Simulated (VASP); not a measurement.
# MgC (Immm) in VASP: further runs

Runs on MgC. Level: PBE. Tasks: relaxation of cell and atoms, single point.

Program: VASP 6.6.1. These are calculated values, not measurements. Logs are shortened: lines on timing, memory, paths and dates and some standing lists are left out, and cuts for length are marked.

## Step 1: The cell of the first run

It takes space group Immm (No. 71, orthorhombic). Conventional cell: a = 3.721 Å, b = 3.782 Å, c = 4.121 Å, α = 90.00°, β = 90.00°, γ = 90.00°. Within 2.5 Å of Mg (site symmetry mmm) lie 2 C at 1.89 Å. C (site symmetry mmm) has 2 Mg at 1.89 Å within 2.5 Å.

The cell was generated, and may not be a known phase.

## Step 2: Relaxation of cell and atoms, PBE

Input file INCAR:

```
SYSTEM = MgC
  PREC = Accurate
  ENCUT = 600
  EDIFF = 1E-6
  ISMEAR = 0
  SIGMA = 0.1
  LREAL = .False.
  LASPH = .True.
  NELM = 60
  ALGO = Normal
  ISIF = 3
  LWAVE = .False.
  LCHARG = .False.
  GGA = PE
  IBRION = 2
  NSW = 90
  EDIFFG = -0.04
```

Input file KPOINTS:

```
regular mesh
0
Gamma
  6 6 6
  0 0 0
```

Input file POSCAR:

```
MgC
1.0
   -1.8607485800      1.8912030300      2.0607474300
    1.8607485800     -1.8912030300      2.0607474300
    1.8607485800      1.8912030300     -2.0607474300
Mg C
1 1
Direct
    0.5000000000      0.0000000000      0.5000000000
    0.0000000000      0.0000000000      0.0000000000
```

Potentials or basis: VASP PAW PBE potentials, release 64 (Mg, C).

On the command line:

```console
$ cat potpaw_PBE.64/Mg/POTCAR potpaw_PBE.64/C/POTCAR > POTCAR
$ mpirun -np 1 vasp_std > vasp.out
```

OUTCAR:

```text
SYSTEM = MgC
   PREC = Accurate
   ENCUT = 600
   EDIFF = 1E-6
   ISMEAR = 0
   LREAL = .False.
   LASPH = .True.
   NELM = 60
   ISIF = 3
   GGA = PE
   IBRION = 2
   NSW = 90
   EDIFFG = -0.04

 ion  position               nearest neighbor table
   1  0.500  0.000  0.500-   2 1.89   2 1.89   2 2.78   2 2.78   2 2.78   2 2.78
   2  0.000  0.000  0.000-   1 1.89   1 1.89   1 2.78   1 2.78   1 2.78   1 2.78

  LATTYP: Found a body centered orthorhombic cell.
 ALAT       =     3.7214971600
 B/A-ratio  =     1.0163667732
 C/A-ratio  =     1.1074830056

  Lattice vectors:

 A1 = (  -1.8607485800,   1.8912030300,   2.0607474300)
 A2 = (   1.8607485800,  -1.8912030300,   2.0607474300)
 A3 = (   1.8607485800,   1.8912030300,  -2.0607474300)

Analysis of symmetry for initial positions (statically):
=====================================================================
 Subroutine PRICEL returns:
 Original cell was already a primitive cell.

 Routine SETGRP: Setting up the symmetry group for a
 body centered orthorhombic supercell.

 Subroutine GETGRP returns: Found  8 space group operations
 (whereof  8 operations were pure point group operations)
 out of a pool of  8 trial point group operations.

The static configuration has the point symmetry D_2h.

Analysis of symmetry for dynamics (positions and initial velocities):
=====================================================================
 Subroutine PRICEL returns:
 Original cell was already a primitive cell.

 Routine SETGRP: Setting up the symmetry group for a
 body centered orthorhombic supercell.

 Subroutine GETGRP returns: Found  8 space group operations
 (whereof  8 operations were pure point group operations)
 out of a pool of  8 trial point group operations.

The dynamic configuration has the point symmetry D_2h.

 Subroutine INISYM returns: Found  8 space group operations
 (whereof  8 operations are pure point group operations),
 and found     1 'primitive' translations

----------------------------------------------------------------------------------------

                                     Primitive cell

  volume of cell :      29.0075

  direct lattice vectors                    reciprocal lattice vectors
    -1.860748580  1.891203030  2.060747430     0.000000000  0.264381979  0.242630413
     1.860748580 -1.891203030  2.060747430     0.268709059  0.000000000  0.242630413
     1.860748580  1.891203030 -2.060747430     0.268709059  0.264381979  0.000000000

  length of vectors
     3.359421699  3.359421699  3.359421699     0.358841676  0.362041539  0.376964706

  position of ions in fractional coordinates (direct lattice)
     0.500000000  0.000000000  0.500000000
     0.000000000  0.000000000  0.000000000

  ion indices of the primitive-cell ions
   primitive index   ion index
                 1           1
                 2           2

----------------------------------------------------------------------------------------

 KPOINTS: regular mesh

Automatic generation of k-mesh.
 Grid dimensions read from file:
 generate k-points for:    6    6    6

 Generating k-lattice:

  Cartesian coordinates                     Fractional coordinates (reciprocal lattice)
     0.000000000  0.044063663  0.040438402     0.166666667 -0.000000000  0.000000000
     0.044784843  0.000000000  0.040438402     0.000000000  0.166666667  0.000000000
     0.044784843  0.044063663  0.000000000     0.000000000 -0.000000000  0.166666667

  Length of vectors
     0.059806946  0.060340256  0.062827451

  Shift w.r.t. Gamma in fractional coordinates (k-lattice)
     0.000000000  0.000000000  0.000000000

 Subroutine IBZKPT returns following result:
 ===========================================

 Found     46 irreducible k-points:

 Following reciprocal coordinates:
            Coordinates               Weight
  0.000000  0.000000  0.000000      1.000000
  0.166667 -0.000000  0.000000      4.000000
  0.333333  0.000000 -0.000000      4.000000
  0.500000 -0.000000  0.000000      2.000000
  0.000000  0.166667  0.000000      4.000000
  0.166667  0.166667  0.000000      8.000000
[... 16 lines left out ...]
 -0.166667  0.166667  0.166667      2.000000
  0.166667  0.333333  0.166667      4.000000
 [... further k-points ...]
   k-points           NKPTS =     46   k-points in BZ     NKDIM =     46   number of bands    NBANDS=      7
   number of dos      NEDOS =    301   number of ions     NIONS =      2
   total plane-waves  NPLWV =  21952
   dimension x,y,z NGX =    28 NGY =   28 NGZ =   28
   dimension x,y,z NGXF=    56 NGYF=   56 NGZF=   56
   ions per type =               1   1
   NGX,Y,Z   is equivalent  to a cutoff of  13.86, 13.86, 13.86 a.u.
   NGXF,Y,Z  is equivalent  to a cutoff of  27.71, 27.71, 27.71 a.u.
 SYSTEM =  MgC
   PREC   = accura    normal or accurate (medium, high low for compatibility)
   ISTART =      0    job   : 0-new  1-cont  2-samecut
   ICHARG =      2    charge: 1-file 2-atom 10-const
   ISPIN  =      1    spin polarized calculation?
   LNONCOLLINEAR =      F non collinear calculations
   LSORBIT =      F    spin-orbit coupling
   LASPH  =      T    aspherical Exc in radial PAW
   ENCUT  =  600.0 eV  44.10 Ry    6.64 a.u.   6.71  6.71  6.71*2*pi/ulx,y,z
   NELM   =     60;   NELMIN=  2; NELMDL= -5     # of ELM steps
   EDIFF  = 0.1E-05   stopping-criterion for ELM
   LREAL  =      F    real-space projection
   EDIFFG = -.4E-01   stopping-criterion for IOM
   NSW    =     90    number of steps for IOM
   IBRION =      2    ionic relax: 0-MD 1-quasi-New 2-CG
   NFREE  =      1    steps in history (QN), initial steepest desc. (CG)
   ISIF   =      3    stress and relaxation
   ISYM   =      2    0-nonsym 1-usesym 2-fastsym
   POTIM  = 0.5000    time-step for ionic-motion
   TEBEG  =    0.0;   TEEND  =   0.0 temperature during run
   PSTRESS=    0.0 pullay stress
   NELECT =       6.0000    total number of electrons
   NUPDOWN=      -1.0000    fix difference up-down
   EMIN   =  10.00;   EMAX   =-10.00  energy-range for DOS
   EFERMI =   0.00;   METHOD = LEGACY
   ISMEAR =     0;   SIGMA  =   0.10  broadening in eV -4-tet -1-fermi 0-gaus
   EFERMI_NEDOS =   21; number of points for ismear=-14 and -15
   IALGO  =     38    algorithm
   IMIX   =      4    mixing-type and parameters
     AMIX     =   0.40;   BMIX     =  1.00
     AMIX_MAG =   1.60;   BMIX_MAG =  1.00
  volume/ion in A,a.u.               =      14.50        97.88
  Fermi-wavevector in a.u.,A,eV,Ry     =   0.968178  1.829590 12.753665  0.937368
  Thomas-Fermi vector in A             =   2.098125
   LORBIT       =      0    0 simple, 1 ext, 2 COOP (PROOUT), +10 PAW based schemes
   GGA     = PE    functional components
   LHFCALC =     F    Hartree Fock is set to
   AEXX    =    0.0000 exact exchange contribution
   IVDW    =     0    specifies the selected vdW correction
   LEPSILON=     F    determine dielectric tensor
   LRPA    =     F    only Hartree local field effects (RPA)
 conjugate gradient relaxation of ions
 non-spin polarized calculation
 Gauss-broadening in eV      SIGMA  =   0.10
  energy-cutoff  :      600.00
  volume of cell :       29.01
 maximum number of plane-waves:       981
   NGX = 13   NGY = 13   NGZ = 13

--------------------------------------- Ionic step        1  -------------------------------------------

 number of electron       6.0000000 magnetization

 Free energy of the ion-electron system (eV)
  ---------------------------------------------------
  ext. energy  EPLUGINS =         0.00000000
  ---------------------------------------------------
  free energy    TOTEN  =        -6.70533670 eV

  energy without entropy =       -6.69205962  energy(sigma->0) =       -6.69869816

------------------------ aborting loop because EDIFF is reached ----------------------------------------

  FORCE on cell =-STRESS in cart. coord.  units (eV):
  Direction    XX          YY          ZZ          XY          YZ          ZX
  --------------------------------------------------------------------------------------
  -------------------------------------------------------------------------------------
  Total       -1.9568746     12.9388895     -2.4962818      0.0000000      0.0000000      0.0000000
  in kB     -108.0843894    714.6558889   -137.8775571      0.0000000      0.0000000      0.0000000
  external PRESSURE =     156.2313141 kB  Pullay stress =       0.0000000 kB
[... 89 lines left out ...]
  FREE ENERGIE OF THE ION-ELECTRON SYSTEM (eV)
  ---------------------------------------------------
  free  energy   TOTEN  =        -7.5938672575 eV

  energy  without entropy=       -7.5853855833  energy(sigma->0) =       -7.58962642

 E-fermi :   2.5053     XC(G=0):  -9.6895

 val. band max:        2.4815620906   @ k =  -0.3333  -0.3333   0.1667
 cond. band min:       2.5075921169   @ k =  -0.1667   0.1667   0.1667
 fundamental gap:      0.0260300263
 Fermi energy:         2.5052934127

 k-point     1 :       0.0000    0.0000    0.0000
  band No.  band energies     occupation
      1      -8.4554      2.00000
      2       3.4699      0.00000
      3       3.7491      0.00000
      4       4.1800      0.00000
      5       7.7276      0.00000
      6      12.6271      0.00000
      7      14.2814      0.00000
[... 221 lines left out ...]
 k-point    24 :       0.1667    0.3333    0.1667
  band No.  band energies     occupation
      1      -5.9182      2.00000
      2      -0.3418      2.00000
      3       1.1716      2.00000
      4       1.3757      2.00000
      5       9.8487      0.00000
      6      10.9208      0.00000
      7      12.9661      0.00000

 [... further k-points ...]

[... ionic steps 4 to 25 ...]

--------------------------------------- Ionic step       26  -------------------------------------------

 number of electron       6.0000000 magnetization

------------------------ aborting loop because EDIFF is reached ----------------------------------------

  FORCE on cell =-STRESS in cart. coord.  units (eV):
  Direction    XX          YY          ZZ          XY          YZ          ZX
  --------------------------------------------------------------------------------------
  -------------------------------------------------------------------------------------
  Total        0.1884915     -0.1720510     -0.2292289      0.0000000      0.0000000      0.0000000
  in kB       12.6301125    -11.5284935    -15.3597729      0.0000000      0.0000000      0.0000000
  external PRESSURE =      -4.7527180 kB  Pullay stress =       0.0000000 kB
[... 57 lines left out ...]
  energy  without entropy=       -8.1370549340  energy(sigma->0) =       -8.14145776

--------------------------------------- Ionic step       28  -------------------------------------------

 number of electron       6.0000000 magnetization

 Free energy of the ion-electron system (eV)
  ---------------------------------------------------
  ext. energy  EPLUGINS =         0.00000000
  ---------------------------------------------------
  free energy    TOTEN  =        -8.14643220 eV

  energy without entropy =       -8.13756563  energy(sigma->0) =       -8.14199892

 E-fermi :   3.7635     XC(G=0): -10.3913

 val. band max:        3.7527553308   @ k =  -0.3333   0.3333   0.0000
 cond. band min:       3.7676583512   @ k =   0.3333   0.1667   0.0000
 fundamental gap:      0.0149030203
 Fermi energy:         3.7634952160

 k-point     1 :       0.0000    0.0000    0.0000
  band No.  band energies     occupation
      1      -8.1720      2.00000
      2       4.0237      0.00023
      3       4.8865      0.00000
      4       6.9147      0.00000
      5       9.2984      0.00000
      6      12.4956      0.00000
      7      17.0945      0.00000
[... 221 lines left out ...]
 k-point    24 :       0.1667    0.3333    0.1667
  band No.  band energies     occupation
      1      -4.2669      2.00000
      2       0.3492      2.00000
      3       2.0416      2.00000
      4       3.0837      2.00000
      5      11.7334      0.00000
      6      11.8460      0.00000
      7      14.6961      0.00000

 [... further k-points ...]

------------------------ aborting loop because EDIFF is reached ----------------------------------------

  FORCE on cell =-STRESS in cart. coord.  units (eV):
  Direction    XX          YY          ZZ          XY          YZ          ZX
  --------------------------------------------------------------------------------------
  -------------------------------------------------------------------------------------
  Total        0.0503231     -0.0007631      0.0241630      0.0000000      0.0000000      0.0000000
  in kB        3.3868030     -0.0513549      1.6262022      0.0000000      0.0000000      0.0000000
  external PRESSURE =       1.6538835 kB  Pullay stress =       0.0000000 kB
[... 17 lines left out ...]
  FREE ENERGIE OF THE ION-ELECTRON SYSTEM (eV)
  ---------------------------------------------------
  free  energy   TOTEN  =        -8.1464321992 eV

  energy  without entropy=       -8.1375656327  energy(sigma->0) =       -8.14199892

 reached required accuracy - stopping structural energy minimisation
```

It took 5.6 min on 1 thread of Intel Xeon 8259CL, shared host; peak memory 0.18 GiB.

Results:

* Free energy: -8.1464 eV
* Relaxed volume: 11.90 Å³/atom
* Relaxed cell: a = 3.294 Å, b = 3.294 Å, c = 3.294 Å, α = 130.79°, β = 88.03°, γ = 112.40°
* Space group after relaxing (to 0.1 Å): Immm (No. 71)
* Energy gained by relaxing: 720.5 meV/atom
* Ionic steps: 28
* Pressure after relaxing: 0.2 GPa
* Band gap on the k mesh: zero (bands 3 and 4 overlap by 2.39 eV)

Step by step:
```csv
step,energy change (eV),largest force (eV/Å),pressure (GPa),volume (Å³)
1,0.0000,0.0000,15.62,29.01
2,-0.7323,0.0000,-16.50,34.08
3,-0.8885,0.0000,-10.57,31.99
4,-1.1924,0.0000,-7.60,28.19
5,-1.3491,0.0000,-1.44,25.14
6,-0.8409,0.0000,37.60,19.54
7,-1.3635,0.0000,0.66,24.49
8,-1.3669,0.0000,2.90,23.91
9,-1.3669,0.0000,2.28,24.06
10,-1.3887,0.0000,1.35,24.16
11,-1.3892,0.0000,1.27,24.18
12,-1.3893,0.0000,1.28,24.18
13,-1.3942,0.0000,-0.49,24.57
14,-1.3951,0.0000,-1.86,24.91
15,-1.3980,0.0000,-2.02,24.93
16,-1.4036,0.0000,-2.51,25.00
17,-1.4098,0.0000,-1.33,24.66
18,-1.4154,0.0000,1.02,24.03
19,-1.4156,0.0000,1.59,23.89
20,-1.4212,0.0000,1.74,23.79
21,-1.4297,0.0000,2.17,23.55
22,-1.4195,0.0000,3.69,23.02
23,-1.4324,0.0000,2.34,23.46
24,-1.4353,0.0000,2.87,23.25
25,-1.4359,0.0000,2.63,23.33
26,-1.4393,0.0000,-0.48,23.91
27,-1.4405,0.0000,0.54,23.71
28,-1.4411,0.0000,0.17,23.81
```

Final structure:
```yaml
crystal:
  lattice:
    - [-1.37135, 2.36853, 1.83231]
    - [1.37135, -2.36853, 1.83231]
    - [1.37135, 2.36853, -1.83231]
  atoms:
    - { symbol: Mg, position: [0.50000, 0.00000, 0.50000] }
    - { symbol: C, position: [0.00000, 0.00000, 0.00000] }
```

Caveat: the k points lie up to 0.44 Å⁻¹ apart in the final cell, too coarse for converged energies and pressures of a metal; the volume moved by over 15 % at a fixed basis, so the end points are rough.

## Step 3: Single point, PBE

This run uses another cell than the first one, of 12.12 Å³/atom.

Input file INCAR:

```
SYSTEM = MgC
PREC = Accurate ; ENCUT = 520
EDIFF = 1E-6 ; ISMEAR = 0
SIGMA = 0.1 ; LREAL = .False.
LASPH = .True. ; NELM = 60
ALGO = Normal ; ISIF = 2
LWAVE = .False. ; LCHARG = .False.
GGA = PE ; NBANDS = 10
```

Input file KPOINTS:

```
Automatic mesh
0
Gamma
  24 24 24
  0 0 0
```

Input file POSCAR:

```
MgC
1.0
   -1.4512243844      1.7915415724      2.3301815110
    1.4512243844     -1.7915415724      2.3301815110
    1.4512243844      1.7915415724     -2.3301815110
Mg C
1 1
Direct
    0.5000000000      0.5000000000      0.0000000000
    0.0000000000      0.0000000000      0.0000000000
```

Potentials or basis: VASP PAW PBE potentials, release 64 (Mg, C).

On the command line:

```console
$ cat potpaw_PBE.64/Mg/POTCAR potpaw_PBE.64/C/POTCAR > POTCAR
$ mpirun -np 1 vasp_std > vasp.out
```

Run time: 6.7 min. Hardware: 1 thread of Intel Xeon 8259CL, shared host; peak memory 0.61 GiB.

It converged, with:

```
Free energy            : -8.1450 eV
Pressure               : -0.3 GPa
Band gap on the k mesh : zero (bands 3 and 4 overlap by 2.61 eV)
```

Levels at points of the mesh, in eV from the Fermi level:
```tsv
k point	band 1	band 2	band 3	band 4	band 5	band 6
(0.00, 0.00, 0.00)	-11.70	0.73	1.37	2.64	6.22	9.51
(0.50, 0.00, 0.00)	-9.63	-4.86	0.74	1.99	7.66	11.29
(0.00, 0.50, 0.00)	-8.60	-4.12	0.13	0.59	6.11	9.79
(0.50, 0.50, 0.00)	-8.22	-3.76	-0.49	-0.27	6.29	6.51
(0.50, 0.50, 0.50)	-8.64	-3.89	-1.71	1.32	4.31	9.12
```
